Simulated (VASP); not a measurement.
# Ru in VASP: notebook

The runs below take Ru through single point, with r2SCAN.

Everything below comes from runs of VASP 6.6.1. Logs are shortened: lines on timing, memory, paths and dates and some standing lists are left out, and cuts for length are marked.

### 1 The cell of the first run

The cell holds a slab with vacuum, 3 atoms: a = 2.702 Å, b = 2.702 Å, c = 21.266 Å, α = 90.00°, β = 90.00°, γ = 120.00°.

### 2 Single point, r2SCAN

Contents of POSCAR:

```
Ru
1.0
    2.7023482466      0.0000000000      0.0000000000
   -1.3511741233      2.3403022314      0.0000000000
    0.0000000000      0.0000000000     21.2659655345
Ru
3
Direct
    0.3333333333      0.6666666667      0.3996996979
    0.6666666667      0.3333333333      0.4964701364
    0.3333333333      0.6666666667      0.5932386241
```

Contents of INCAR.step1:

```
  ALGO = Normal
  DIPOL = 0.5 0.5 0.496
  EDIFF = 1E-5
  ENCUT = 580
  GGA = PE
  GGA_COMPAT = False
  IDIPOL = 3
  ISMEAR = 0
  LASPH = True
  LCHARG = False
  LDIPOL = True
  LREAL = False
  LWAVE = True
  NBANDS = 31
  NELM = 120
  NELMDL = -8
  PREC = Accurate
  SIGMA = 0.1
```

Contents of INCAR.step2:

```
  ALGO = Normal
  DIPOL = 0.5 0.5 0.496
  EDIFF = 1E-6
  ENCUT = 580
  GGA_COMPAT = False
  IDIPOL = 3
  ISIF = 2
  ISMEAR = 0
  ISTART = 1
  LASPH = True
  LCHARG = True
  LDIPOL = True
  LELF = True
  LMIXTAU = True
  LREAL = False
  LVACPOTAV = True
  LVHAR = True
  LWAVE = False
  METAGGA = R2SCAN
  NBANDS = 31
  NELM = 120
  PREC = Accurate
  SIGMA = 0.1
```

Contents of KPOINTS:

```
k-points
0
Gamma
  12 12 1
```

Potentials or basis: VASP PAW PBE potentials, release 64 (Ru_sv).

Command:

```console
$ cat potpaw_PBE.64/Ru_sv/POTCAR > POTCAR
$ cp INCAR.step1 INCAR
$ mpirun -np 1 vasp_std > vasp.out
$ cp INCAR.step2 INCAR
$ mpirun -np 1 vasp_std > vasp.out
```

OUTCAR:

```text
EDIFF = 1E-6
   ENCUT = 580
   ISIF = 2
   ISMEAR = 0
   ISTART = 1
   LASPH = True
   LREAL = False
   METAGGA = R2SCAN
   NELM = 120
   PREC = Accurate

 ion  position               nearest neighbor table
   1  0.333  0.667  0.400-   2 2.58   2 2.58   2 2.58
   2  0.667  0.333  0.496-   3 2.58   3 2.58   3 2.58   1 2.58   1 2.58   1 2.58
   3  0.333  0.667  0.593-   2 2.58   2 2.58   2 2.58

  LATTYP: Found a hexagonal cell.
 ALAT       =     2.7023482466
 C/A-ratio  =     7.8694393150

  Lattice vectors:

 A1 = (   2.7023482466,   0.0000000000,   0.0000000000)
 A2 = (  -1.3511741233,   2.3403022314,   0.0000000000)
 A3 = (   0.0000000000,   0.0000000000,  21.2659655345)

Analysis of symmetry for initial positions (statically):
=====================================================================
 Subroutine PRICEL returns:
 Original cell was already a primitive cell.

 Routine SETGRP: Setting up the symmetry group for a
 hexagonal supercell.

 Subroutine GETGRP returns: Found 12 space group operations
 (whereof  6 operations were pure point group operations)
 out of a pool of 24 trial point group operations.

The static configuration has the point symmetry C_3v.
 The point group associated with its full space group is D_3h.

Analysis of symmetry for dynamics (positions and initial velocities):
=====================================================================
 Subroutine PRICEL returns:
 Original cell was already a primitive cell.

 Routine SETGRP: Setting up the symmetry group for a
 hexagonal supercell.

 Subroutine GETGRP returns: Found 12 space group operations
 (whereof  6 operations were pure point group operations)
 out of a pool of 24 trial point group operations.

The dynamic configuration has the point symmetry C_3v.
 The point group associated with its full space group is D_3h.

 Subroutine INISYM returns: Found 12 space group operations
 (whereof  6 operations are pure point group operations),
 and found     1 'primitive' translations

----------------------------------------------------------------------------------------

                                     Primitive cell

  volume of cell :     134.4926

  direct lattice vectors                    reciprocal lattice vectors
     2.702348247  0.000000000  0.000000000     0.370048531  0.213647619  0.000000000
    -1.351174123  2.340302231  0.000000000     0.000000000  0.427295238  0.000000000
     0.000000000  0.000000000 21.265965535     0.000000000  0.000000000  0.047023494

  length of vectors
     2.702348247  2.702348247 21.265965535     0.427295238  0.427295238  0.047023494

  position of ions in fractional coordinates (direct lattice)
     0.333333333  0.666666667  0.399699698
     0.666666667  0.333333333  0.496470136
     0.333333333  0.666666667  0.593238624

  ion indices of the primitive-cell ions
   primitive index   ion index
                 1           1
                 2           2
                 3           3

----------------------------------------------------------------------------------------

 KPOINTS: k-points

Automatic generation of k-mesh.
 Grid dimensions read from file:
 generate k-points for:   12   12    1

 Generating k-lattice:

  Cartesian coordinates                     Fractional coordinates (reciprocal lattice)
     0.030837378  0.017803968  0.000000000     0.083333333 -0.000000000  0.000000000
     0.000000000  0.035607937  0.000000000     0.000000000  0.083333333  0.000000000
     0.000000000  0.000000000  0.047023494     0.000000000  0.000000000  1.000000000

  Length of vectors
     0.035607937  0.035607937  0.047023494

  Shift w.r.t. Gamma in fractional coordinates (k-lattice)
     0.000000000  0.000000000  0.000000000

 Subroutine IBZKPT returns following result:
 ===========================================

 Found     19 irreducible k-points:

 Following reciprocal coordinates:
            Coordinates               Weight
  0.000000  0.000000  0.000000      1.000000
  0.083333 -0.000000  0.000000      6.000000
  0.166667 -0.000000  0.000000      6.000000
  0.250000  0.000000  0.000000      6.000000
  0.333333  0.000000  0.000000      6.000000
  0.416667 -0.000000  0.000000      6.000000
[... 11 lines left out ...]
  0.333333  0.250000  0.000000     12.000000
  0.333333  0.333333  0.000000      2.000000
   k-points           NKPTS =     19   k-points in BZ     NKDIM =     19   number of bands    NBANDS=     31
   number of dos      NEDOS =    301   number of ions     NIONS =      3
   total plane-waves  NPLWV =  96768
   dimension x,y,z NGX =    24 NGY =   24 NGZ =  168
   dimension x,y,z NGXF=    48 NGYF=   48 NGZF=  336
   ions per type =               3
   NGX,Y,Z   is equivalent  to a cutoff of  14.76, 14.76, 13.13 a.u.
   NGXF,Y,Z  is equivalent  to a cutoff of  29.53, 29.53, 26.27 a.u.
 SYSTEM =  unknown system
   PREC   = accura    normal or accurate (medium, high low for compatibility)
   ISTART =      1    job   : 0-new  1-cont  2-samecut
   ICHARG =      0    charge: 1-file 2-atom 10-const
   ISPIN  =      1    spin polarized calculation?
   LNONCOLLINEAR =      F non collinear calculations
   LSORBIT =      F    spin-orbit coupling
   LASPH  =      T    aspherical Exc in radial PAW
   ENCUT  =  580.0 eV  42.63 Ry    6.53 a.u.   5.31  5.31 41.76*2*pi/ulx,y,z
   NELM   =    120;   NELMIN=  2; NELMDL=  0     # of ELM steps
   EDIFF  = 0.1E-05   stopping-criterion for ELM
   LREAL  =      F    real-space projection
   EDIFFG = 0.1E-04   stopping-criterion for IOM
   NSW    =      0    number of steps for IOM
   IBRION =     -1    ionic relax: 0-MD 1-quasi-New 2-CG
   NFREE  =      0    steps in history (QN), initial steepest desc. (CG)
   ISIF   =      2    stress and relaxation
   ISYM   =      2    0-nonsym 1-usesym 2-fastsym
   POTIM  = 0.5000    time-step for ionic-motion
   TEBEG  =    0.0;   TEEND  =   0.0 temperature during run
   PSTRESS=    0.0 pullay stress
   NELECT =      48.0000    total number of electrons
   NUPDOWN=      -1.0000    fix difference up-down
   EMIN   =  10.00;   EMAX   =-10.00  energy-range for DOS
   EFERMI =   0.00;   METHOD = LEGACY
   ISMEAR =     0;   SIGMA  =   0.10  broadening in eV -4-tet -1-fermi 0-gaus
   EFERMI_NEDOS =   21; number of points for ismear=-14 and -15
   IALGO  =     38    algorithm
   IMIX   =      4    mixing-type and parameters
     AMIX     =   0.40;   BMIX     =  1.00
     AMIX_MAG =   1.60;   BMIX_MAG =  1.00
  volume/ion in A,a.u.               =      44.83       302.53
  Fermi-wavevector in a.u.,A,eV,Ry     =   1.161241  2.194428 18.347201  1.348481
  Thomas-Fermi vector in A             =   2.297815
   LORBIT       =      0    0 simple, 1 ext, 2 COOP (PROOUT), +10 PAW based schemes
   METAGGA = R2SCAN    functional components
   LHFCALC =     F    Hartree Fock is set to
   AEXX    =    0.0000 exact exchange contribution
   IVDW    =     0    specifies the selected vdW correction
   LEPSILON=     F    determine dielectric tensor
   LRPA    =     F    only Hartree local field effects (RPA)
 non-spin polarized calculation
 Gauss-broadening in eV      SIGMA  =   0.10
  energy-cutoff  :      580.00
  volume of cell :      134.49
 maximum number of plane-waves:      4293
 NGX is ok and might be reduce to    24
   NGX = 11   NGY = 11   NGZ = 83

 number of electron      47.9999992 magnetization

 dipolmoment           0.000000      0.000000     -0.000253 electrons x Angstroem

 Free energy of the ion-electron system (eV)
  ---------------------------------------------------
  ext. energy  EPLUGINS =         0.00000000
  ---------------------------------------------------
  free energy    TOTEN  =       -74.30062587 eV

  energy without entropy =      -74.29031670  energy(sigma->0) =      -74.29547128

 E-fermi :   1.2202     XC(G=0):  -5.5291

 val. band max:        1.2089065101   @ k =   0.0833  -0.0000   0.0000
 cond. band min:       1.2513071211   @ k =   0.1667   0.1667   0.0000
 fundamental gap:      0.0424006110
 Fermi energy:         1.2202471259

 k-point     1 :       0.0000    0.0000    0.0000
  band No.  band energies     occupation
      1     -74.5718      2.00000
      2     -73.9073      2.00000
      3     -73.8874      2.00000
      4     -44.1012      2.00000
      5     -43.3276      2.00000
      6     -43.3276      2.00000
[... 23 lines left out ...]
     30       2.3241      0.00000
     31       2.3686      0.00000

 k-point     2 :       0.0833   -0.0000    0.0000
  band No.  band energies     occupation
      1     -74.5629      2.00000
      2     -73.8994      2.00000
      3     -73.8806      2.00000
      4     -44.0841      2.00000
      5     -43.4134      2.00000
      6     -43.3419      2.00000
[... 23 lines left out ...]
     30       2.3859      0.00000
     31       3.8454      0.00000

 k-point     3 :       0.1667   -0.0000    0.0000
  band No.  band energies     occupation
      1     -74.5385      2.00000
      2     -73.8779      2.00000
      3     -73.8618      2.00000
      4     -44.0379      2.00000
      5     -43.5933      2.00000
      6     -43.3808      2.00000
[... 23 lines left out ...]
     30       3.2159      0.00000
     31       5.3234      0.00000

 k-point     4 :       0.2500    0.0000    0.0000
  band No.  band energies     occupation
      1     -74.5051      2.00000
      2     -73.8486      2.00000
      3     -73.8360      2.00000
      4     -43.9793      2.00000
      5     -43.8105      2.00000
      6     -43.4334      2.00000
[... 465 lines left out ...]
     30       7.7375      0.00000
     31      10.1970      0.00000

 k-point    18 :       0.3333    0.2500    0.0000
  band No.  band energies     occupation
      1     -74.4252      2.00000
      2     -73.7803      2.00000
      3     -73.7731      2.00000
      4     -44.0690      2.00000
      5     -43.8603      2.00000
      6     -43.8173      2.00000
[... 23 lines left out ...]
     30       8.9792      0.00000
     31      10.2948      0.00000

 k-point    19 :       0.3333    0.3333    0.0000
  band No.  band energies     occupation
      1     -74.4206      2.00000
      2     -73.7765      2.00000
      3     -73.7694      2.00000
      4     -43.9991      2.00000
      5     -43.9242      2.00000
      6     -43.8445      2.00000
[... 23 lines left out ...]
     30       9.2695      0.00000
     31      10.1447      0.00000

------------------------ aborting loop because EDIFF is reached ----------------------------------------

  FORCE on cell =-STRESS in cart. coord.  units (eV):
  Direction    XX          YY          ZZ          XY          YZ          ZX
  --------------------------------------------------------------------------------------
  -------------------------------------------------------------------------------------
  Total       -3.0935677     -3.0935677     -0.0087337      0.0000000     -0.0000000      0.0000000
  in kB      -36.8529143    -36.8529143     -0.1040429      0.0000000     -0.0000000      0.0000000
  external PRESSURE =     -24.6032905 kB  Pullay stress =       0.0000000 kB

 VOLUME and BASIS-vectors are now :
 -----------------------------------------------------------------------------
  energy-cutoff  :      580.00
  volume of cell :      134.49
      direct lattice vectors                 reciprocal lattice vectors
     2.702348247  0.000000000  0.000000000     0.370048531  0.213647619  0.000000000
    -1.351174123  2.340302231  0.000000000     0.000000000  0.427295238  0.000000000
     0.000000000  0.000000000 21.265965535     0.000000000  0.000000000  0.047023494

 POSITION                                       TOTAL-FORCE (eV/Angst)
 -----------------------------------------------------------------------------------
     -0.00000      1.56020      8.50000         0.000000      0.000000     -0.009249
      1.35117      0.78010     10.55792        -0.000000      0.000000     -0.000000
     -0.00000      1.56020     12.61579        -0.000000     -0.000000      0.009249
 -----------------------------------------------------------------------------------
    total drift:                                0.000000     -0.000000     -0.111179

  FREE ENERGIE OF THE ION-ELECTRON SYSTEM (eV)
  ---------------------------------------------------
  free  energy   TOTEN  =       -74.3006258704 eV

  energy  without entropy=      -74.2903166972  energy(sigma->0) =      -74.29547128

 vacuum level on the upper side and lower side of the slab         6.187         6.194
```

It took 8.7 min on 1 thread of Intel Xeon Platinum 8259CL at 2.50GHz (Skylake/Cascade Lake), shared host; peak memory 0.35 GiB.

What came out:

| Property | Result |
| --- | --- |
| Free energy | -74.3006 eV |
| Largest force | 0.009 eV/Å |
| Band gap on the k mesh | zero (bands 24 and 25 overlap by 2.25 eV) |

Forces in eV/Å, atoms in the order of the input:
```
Ru   0.000  0.000 -0.009
Ru   0.000  0.000  0.000
Ru   0.000  0.000  0.009
```

Caveat: the PAW data sets were made with another functional, which shifts forces and pressure a little.

[end of part 1 of 2]
